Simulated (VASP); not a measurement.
The system is Si.

```xyz
2
Lattice="2.6656 0.0000 0.0000 -1.3328 2.3085 0.0000 0.0000 0.0000 4.5063" Properties=species:S:1:pos:R:3 pbc="T T T"
Si    0.0000    1.5390    1.1266
Si    1.3328    0.7695    3.3797
```

* Program: VASP 6.6.1
* Task: relaxation of cell and atoms
* Functional: PBE
* Dispersion: D3(BJ)
* Potentials or basis: VASP PAW PBE potentials, release 64 (Si)
* Cutoff: 600 eV
* k mesh: 12 × 12 × 6
* Occupations: fermi-dirac, width 0.02 eV
* Spin: no spin polarisation

At the start: pressure -2.4 GPa; volume 13.86 Å³/atom.

**Question.** Where does the relaxation end?

**Answer.** Over 8 steps the energy falls by 2.7 meV/atom and the volume is 13.55 Å³/atom (-2.3 %); space group P6_3/mmc (No. 194, to 0.05 Å).

Step by step:
```tsv
step	energy change (eV)	largest force (eV/Å)	pressure (GPa)	volume (Å³)
1	0.0000	0.0000	-2.37	27.73
2	-0.0046	0.0000	0.70	26.91
3	-0.0053	0.0000	-0.12	27.13
4	-0.0053	0.0000	-0.16	27.14
5	-0.0054	0.0000	0.04	27.08
6	-0.0054	0.0000	-0.03	27.10
7	-0.0054	0.0000	-0.04	27.10
8	-0.0054	0.0000	0.00	27.09
```

Final structure:
```xyz
2
Lattice="2.6492 0.0000 0.0000 -1.3246 2.2943 0.0000 0.0000 0.0000 4.4574" Properties=species:S:1:pos:R:3 pbc="T T T"
Si    0.0000    1.5295    1.1143
Si    1.3246    0.7648    3.3430
```

Caveat: pairwise dispersion overbinds metals, which lowers pressure and volume.
